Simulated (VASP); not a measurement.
# Cu (Fm-3m) in VASP: further runs

Cu is run at these levels: PBEsol; tasks: single point, relaxation of cell and atoms.

Everything below comes from runs of VASP 6.6.1. Logs are shortened: lines on timing, memory, paths and dates and some standing lists are left out, and cuts for length are marked.

## Step 1: The cell of the first run

Symmetry: Fm-3m, No. 225, cubic system. The conventional cell has a = 3.563 Å, b = 3.563 Å, c = 3.563 Å, α = 90.00°, β = 90.00°, γ = 90.00°. Cu (site symmetry m-3m) has 12 Cu at 2.52 Å within 3.3 Å.

## Step 2: Single point, PBEsol

File INCAR:

```
SYSTEM = Cu
  PREC = Accurate
  ENCUT = 600
  EDIFF = 1E-6
  ISMEAR = -1
  SIGMA = 0.1
  LREAL = .FALSE.
  LASPH = .TRUE.
  NELM = 120
  ALGO = Normal
  ISIF = 2
  LWAVE = .FALSE.
  LCHARG = .TRUE.
  GGA = PS
  LELF = .TRUE.
  LVHAR = .TRUE.
  NBANDS = 12
  GGA_COMPAT = .FALSE.
```

File KPOINTS:

```
Automatic mesh
0
G
  21 21 21
  0 0 0
```

File POSCAR:

```
Cu
1.0
    0.0000000000      1.7816632217      1.7816632217
    1.7816632217      0.0000000000      1.7816632217
    1.7816632217      1.7816632217      0.0000000000
Cu
1
Direct
    0.0000000000      0.0000000000      0.0000000000
```

Potentials or basis: VASP PAW PBE potentials, release 64 (Cu).

On the command line:

```
cat potpaw_PBE.64/Cu/POTCAR > POTCAR
mpirun -np 1 vasp_std > vasp.out
```

OUTCAR:

```text
SYSTEM = Cu
   PREC = Accurate
   ENCUT = 600
   EDIFF = 1E-6
   ISMEAR = -1
   LREAL = .FALSE.
   LASPH = .TRUE.
   NELM = 120
   ISIF = 2
   GGA = PS

 ion  position               nearest neighbor table
   1  0.000  0.000  0.000-

  LATTYP: Found a face centered cubic cell.
 ALAT       =     3.5633264434

  Lattice vectors:

 A1 = (   0.0000000000,   1.7816632217,   1.7816632217)
 A2 = (   1.7816632217,   0.0000000000,   1.7816632217)
 A3 = (   1.7816632217,   1.7816632217,   0.0000000000)

Analysis of symmetry for initial positions (statically):
=====================================================================
 Subroutine PRICEL returns:
 Original cell was already a primitive cell.

 Routine SETGRP: Setting up the symmetry group for a
 face centered cubic supercell.

 Subroutine GETGRP returns: Found 48 space group operations
 (whereof 48 operations were pure point group operations)
 out of a pool of 48 trial point group operations.

The static configuration has the point symmetry O_h .

Analysis of symmetry for dynamics (positions and initial velocities):
=====================================================================
 Subroutine PRICEL returns:
 Original cell was already a primitive cell.

 Routine SETGRP: Setting up the symmetry group for a
 face centered cubic supercell.

 Subroutine GETGRP returns: Found 48 space group operations
 (whereof 48 operations were pure point group operations)
 out of a pool of 48 trial point group operations.

The dynamic configuration has the point symmetry O_h .

 Subroutine INISYM returns: Found 48 space group operations
 (whereof 48 operations are pure point group operations),
 and found     1 'primitive' translations

----------------------------------------------------------------------------------------

                                     Primitive cell

  volume of cell :      11.3112

  direct lattice vectors                    reciprocal lattice vectors
     0.000000000  1.781663222  1.781663222    -0.280636651  0.280636651  0.280636651
     1.781663222  0.000000000  1.781663222     0.280636651 -0.280636651  0.280636651
     1.781663222  1.781663222  0.000000000     0.280636651  0.280636651 -0.280636651

  length of vectors
     2.519652292  2.519652292  2.519652292     0.486076938  0.486076938  0.486076938

  position of ions in fractional coordinates (direct lattice)
     0.000000000  0.000000000  0.000000000

  ion indices of the primitive-cell ions
   primitive index   ion index
                 1           1

----------------------------------------------------------------------------------------

 KPOINTS: Automatic mesh

Automatic generation of k-mesh.
 Grid dimensions read from file:
 generate k-points for:   21   21   21

 Generating k-lattice:

  Cartesian coordinates                     Fractional coordinates (reciprocal lattice)
    -0.013363650  0.013363650  0.013363650     0.047619048  0.000000000  0.000000000
     0.013363650 -0.013363650  0.013363650     0.000000000  0.047619048  0.000000000
     0.013363650  0.013363650 -0.013363650     0.000000000  0.000000000  0.047619048

  Length of vectors
     0.023146521  0.023146521  0.023146521

  Shift w.r.t. Gamma in fractional coordinates (k-lattice)
     0.000000000  0.000000000  0.000000000

 Subroutine IBZKPT returns following result:
 ===========================================

 Found    286 irreducible k-points:

 Following reciprocal coordinates:
            Coordinates               Weight
  0.000000  0.000000  0.000000      1.000000
  0.047619  0.000000  0.000000      8.000000
  0.095238  0.000000  0.000000      8.000000
  0.142857  0.000000  0.000000      8.000000
  0.190476  0.000000  0.000000      8.000000
  0.238095  0.000000  0.000000      8.000000
[... 16 lines left out ...]
 -0.428571  0.047619  0.000000     24.000000
 -0.380952  0.047619  0.000000     24.000000
 [... further k-points ...]
   k-points           NKPTS =    286   k-points in BZ     NKDIM =    286   number of bands    NBANDS=     12
   number of dos      NEDOS =    301   number of ions     NIONS =      1
   total plane-waves  NPLWV =   8000
   dimension x,y,z NGX =    20 NGY =   20 NGZ =   20
   dimension x,y,z NGXF=    40 NGYF=   40 NGZF=   40
   ions per type =               1
   NGX,Y,Z   is equivalent  to a cutoff of  13.20, 13.20, 13.20 a.u.
   NGXF,Y,Z  is equivalent  to a cutoff of  26.39, 26.39, 26.39 a.u.
 SYSTEM =  Cu
   PREC   = accura    normal or accurate (medium, high low for compatibility)
   ISTART =      0    job   : 0-new  1-cont  2-samecut
   ICHARG =      2    charge: 1-file 2-atom 10-const
   ISPIN  =      1    spin polarized calculation?
   LNONCOLLINEAR =      F non collinear calculations
   LSORBIT =      F    spin-orbit coupling
   LASPH  =      T    aspherical Exc in radial PAW
   ENCUT  =  600.0 eV  44.10 Ry    6.64 a.u.   5.03  5.03  5.03*2*pi/ulx,y,z
   NELM   =    120;   NELMIN=  2; NELMDL= -5     # of ELM steps
   EDIFF  = 0.1E-05   stopping-criterion for ELM
   LREAL  =      F    real-space projection
   EDIFFG = 0.1E-04   stopping-criterion for IOM
   NSW    =      0    number of steps for IOM
   IBRION =     -1    ionic relax: 0-MD 1-quasi-New 2-CG
   NFREE  =      0    steps in history (QN), initial steepest desc. (CG)
   ISIF   =      2    stress and relaxation
   ISYM   =      2    0-nonsym 1-usesym 2-fastsym
   POTIM  = 0.5000    time-step for ionic-motion
   TEBEG  =    0.0;   TEEND  =   0.0 temperature during run
   PSTRESS=    0.0 pullay stress
   NELECT =      11.0000    total number of electrons
   NUPDOWN=      -1.0000    fix difference up-down
   EMIN   =  10.00;   EMAX   =-10.00  energy-range for DOS
   EFERMI =   0.00;   METHOD = LEGACY
   ISMEAR =    -1;   SIGMA  =   0.10  broadening in eV -4-tet -1-fermi 0-gaus
   EFERMI_NEDOS =   21; number of points for ismear=-14 and -15
   IALGO  =     38    algorithm
   IMIX   =      4    mixing-type and parameters
     AMIX     =   0.40;   BMIX     =  1.00
     AMIX_MAG =   1.60;   BMIX_MAG =  1.00
  volume/ion in A,a.u.               =      11.31        76.33
  Fermi-wavevector in a.u.,A,eV,Ry     =   1.621947  3.065036 35.793031  2.630714
  Thomas-Fermi vector in A             =   2.715641
   LORBIT       =      0    0 simple, 1 ext, 2 COOP (PROOUT), +10 PAW based schemes
   GGA     = PS    functional components
   LHFCALC =     F    Hartree Fock is set to
   AEXX    =    0.0000 exact exchange contribution
   IVDW    =     0    specifies the selected vdW correction
   LEPSILON=     F    determine dielectric tensor
   LRPA    =     F    only Hartree local field effects (RPA)
 non-spin polarized calculation
  energy-cutoff  :      600.00
  volume of cell :       11.31
 maximum number of plane-waves:       388
   NGX =  9   NGY =  9   NGZ =  9

 number of electron      11.0000013 magnetization

 Free energy of the ion-electron system (eV)
  ---------------------------------------------------
  ext. energy  EPLUGINS =         0.00000000
  ---------------------------------------------------
  free energy    TOTEN  =        -4.31274647 eV

  energy without entropy =       -4.30219665  energy(sigma->0) =       -4.30747156

 E-fermi :   7.9727     XC(G=0): -13.1625

 val. band max:        7.9040577353   @ k =   0.4762   0.2857   0.0476
 cond. band min:       7.9858967253   @ k =  -0.3333   0.1905   0.0000
 fundamental gap:      0.0818389900
 Fermi energy:         7.9726755610

 k-point     1 :       0.0000    0.0000    0.0000
  band No.  band energies     occupation
      1      -1.7780      2.00000
      2       4.7786      2.00000
      3       4.7786      2.00000
      4       4.7786      2.00000
      5       5.6679      2.00000
      6       5.6679      2.00000
      7      30.8738      0.00000
      8      33.8257      0.00000
      9      33.8257      0.00000
     10      33.8257      0.00000
     11      36.3435      0.00000
     12      36.3435      0.00000

 k-point     2 :       0.0476    0.0000    0.0000
  band No.  band energies     occupation
      1      -1.6927      2.00000
      2       4.7593      2.00000
      3       4.7955      2.00000
      4       4.7955      2.00000
      5       5.6609      2.00000
      6       5.6609      2.00000
      7      30.4701      0.00000
      8      32.5953      0.00000
      9      33.5405      0.00000
     10      33.5405      0.00000
     11      36.7461      0.00000
     12      36.7461      0.00000

 k-point     3 :       0.0952    0.0000    0.0000
  band No.  band energies     occupation
      1      -1.4388      2.00000
      2       4.7056      2.00000
      3       4.8416      2.00000
      4       4.8416      2.00000
      5       5.6447      2.00000
      6       5.6447      2.00000
      7      28.7028      0.00000
      8      31.7797      0.00000
      9      32.9749      0.00000
     10      32.9749      0.00000
     11      37.6341      0.00000
     12      37.6342      0.00000

 k-point     4 :       0.1429    0.0000    0.0000
  band No.  band energies     occupation
      1      -1.0233      2.00000
      2       4.6293      2.00000
      3       4.9007      2.00000
      4       4.9007      2.00000
      5       5.6342      2.00000
      6       5.6342      2.00000
      7      26.2589      0.00000
      8      31.5094      0.00000
      9      32.3984      0.00000
     10      32.3984      0.00000
     11      38.1890      0.00000
     12      38.5354      0.00000

 k-point     5 :       0.1905    0.0000    0.0000
  band No.  band energies     occupation
      1      -0.4607      2.00000
      2       4.5507      2.00000
      3       4.9458      2.00000
      4       4.9458      2.00000
      5       5.6547      2.00000
      6       5.6547      2.00000
      7      23.7557      0.00000
      8      31.2446      0.00000
      9      31.8911      0.00000
     10      31.8911      0.00000
     11      38.1821      0.00000
     12      38.4516      0.00000
[... 228 lines left out ...]
      1       2.6152      2.00000
      2       4.7197      2.00000
      3       4.7831      2.00000
      4       5.8180      2.00000
      5       6.2730      2.00000
      6       6.9813      1.99990
      7      12.3577      0.00000
      8      28.8342      0.00000
      9      29.7274      0.00000
     10      30.1881      0.00000
     11      34.5331      0.00000
     12      34.6703      0.00000

 k-point    22 :      -0.4762    0.0476    0.0000
  band No.  band energies     occupation
      1       2.6471      2.00000
      2       4.7148      2.00000
      3       4.7721      2.00000
      4       5.9124      2.00000
      5       6.2644      2.00000
      6       7.2104      1.99902
      7      11.9399      0.00000
      8      28.6059      0.00000
      9      30.0006      0.00000
     10      30.1236      0.00000
     11      34.2227      0.00000
     12      34.7204      0.00000

 k-point    23 :      -0.4286    0.0476    0.0000
  band No.  band energies     occupation
      1       2.5812      2.00000
      2       4.7346      2.00000
      3       4.7842      2.00000
      4       5.7621      2.00000
      5       6.2019      2.00000
      6       6.8363      1.99998
      7      12.7349      0.00000
      8      28.4179      0.00000
      9      30.0636      0.00000
     10      30.6707      0.00000
     11      33.9509      0.00000
     12      35.0402      0.00000

 k-point    24 :      -0.3810    0.0476    0.0000
  band No.  band energies     occupation
      1       2.3722      2.00000
      2       4.7760      2.00000
      3       4.8182      2.00000
      4       5.3034      2.00000
      5       6.0927      2.00000
      6       6.4364      2.00000
      7      14.2755      0.00000
      8      28.3177      0.00000
      9      30.3256      0.00000
     10      31.3294      0.00000
     11      33.8871      0.00000
     12      35.4663      0.00000

 [... further k-points ...]

------------------------ aborting loop because EDIFF is reached ----------------------------------------

  FORCE on cell =-STRESS in cart. coord.  units (eV):
  Direction    XX          YY          ZZ          XY          YZ          ZX
  --------------------------------------------------------------------------------------
  -------------------------------------------------------------------------------------
  Total        0.0583143      0.0583143      0.0583143      0.0000000     -0.0000000     -0.0000000
  in kB        8.2599702      8.2599702      8.2599702      0.0000000     -0.0000000     -0.0000000
  external PRESSURE =       8.2599702 kB  Pullay stress =       0.0000000 kB

 VOLUME and BASIS-vectors are now :
 -----------------------------------------------------------------------------
  energy-cutoff  :      600.00
  volume of cell :       11.31
      direct lattice vectors                 reciprocal lattice vectors
     0.000000000  1.781663222  1.781663222    -0.280636651  0.280636651  0.280636651
     1.781663222  0.000000000  1.781663222     0.280636651 -0.280636651  0.280636651
     1.781663222  1.781663222  0.000000000     0.280636651  0.280636651 -0.280636651

 POSITION                                       TOTAL-FORCE (eV/Angst)
 -----------------------------------------------------------------------------------
      0.00000      0.00000      0.00000         0.000000      0.000000      0.000000
 -----------------------------------------------------------------------------------
    total drift:                                0.000000      0.000000      0.000000

  FREE ENERGIE OF THE ION-ELECTRON SYSTEM (eV)
  ---------------------------------------------------
  free  energy   TOTEN  =        -4.3127464738 eV

  energy  without entropy=       -4.3021966483  energy(sigma->0) =       -4.30747156
```

Wall time 22 s (1 thread of Intel Xeon Platinum 8488C (Sapphire Rapids), shared host); peak memory 0.16 GiB.

What came out:

| Property | Result |
| --- | --- |
| Free energy | -4.3127 eV |
| Pressure | 0.8 GPa |
| Band gap on the k mesh | zero (an odd number of electrons rules out a gap without spin polarisation) |

Caveat: the PAW data sets were made with another functional, which shifts forces and pressure a little.

## Step 3: Relaxation of cell and atoms, PBEsol

This run uses another cell than the first one, of 11.86 Å³/atom.

File INCAR:

```
SYSTEM = Cu
PREC = Accurate ; ENCUT = 600
EDIFF = 1E-7 ; ISMEAR = -1
SIGMA = 0.1 ; LREAL = .False.
LASPH = .True. ; NELM = 120
ALGO = Normal ; ISIF = 3
LWAVE = .False. ; LCHARG = .False.
GGA = PS ; IBRION = 2
NSW = 80 ; EDIFFG = -0.01
GGA_COMPAT = .False. ; NELMIN = 4
```

File KPOINTS:

```
regular mesh
0
Gamma
  21 21 21
  0 0 0
```

File POSCAR:

```
Cu
1.0
    0.0000000000      1.8100000000      1.8100000000
    1.8100000000      0.0000000000      1.8100000000
    1.8100000000      1.8100000000      0.0000000000
Cu
1
Direct
    0.0000000000      0.0000000000      0.0000000000
```

Potentials or basis: VASP PAW PBE potentials, release 64 (Cu).

On the command line:

```
cat potpaw_PBE.64/Cu/POTCAR > POTCAR
mpirun -np 1 vasp_std > vasp.out
```

It took 44 s on 1 thread of Intel Xeon Platinum 8488C (Sapphire Rapids), shared host; peak memory 0.16 GiB.

It converged, with:

```
Free energy                           : -4.3131 eV
Relaxed volume                        : 11.36 Å³/atom
Relaxed cell                          : a = 2.524 Å, b = 2.524 Å, c = 2.524 Å, α = 60.00°, β = 60.00°, γ = 60.00°
Space group after relaxing (to 0.1 Å) : Fm-3m (No. 225)
Energy gained by relaxing             : 10.2 meV/atom
Ionic steps                           : 3
Pressure after relaxing               : 0.0 GPa
Band gap on the k mesh                : zero (an odd number of electrons rules out a gap without spin polarisation)
```

Step by step:
| step | energy change (eV) | largest force (eV/Å) | pressure (GPa) | volume (Å³) |
| --- | --- | --- | --- | --- |
| 1 | 0.0000 | 0.0000 | -6.29 | 11.86 |
| 2 | -0.0064 | 0.0000 | 4.42 | 11.08 |
| 3 | -0.0102 | 0.0000 | -0.01 | 11.36 |

Final structure:
```
Cu
1.0
     0.00000    1.78439    1.78439
     1.78439    0.00000    1.78439
     1.78439    1.78439    0.00000
Cu
1
Direct
  0.00000 0.00000 0.00000
```

Levels at points of the mesh, in eV from the Fermi level:
```csv
k point,band 3,band 4,band 5,band 6,band 7,band 8,band 9
"(0.00, 0.00, 0.00)",-3.18,-3.18,-2.30,-2.30,22.87,25.78,25.78
```

Caveat: the PAW data sets were made with another functional, which shifts forces and pressure a little.

[end of part 1 of 2]
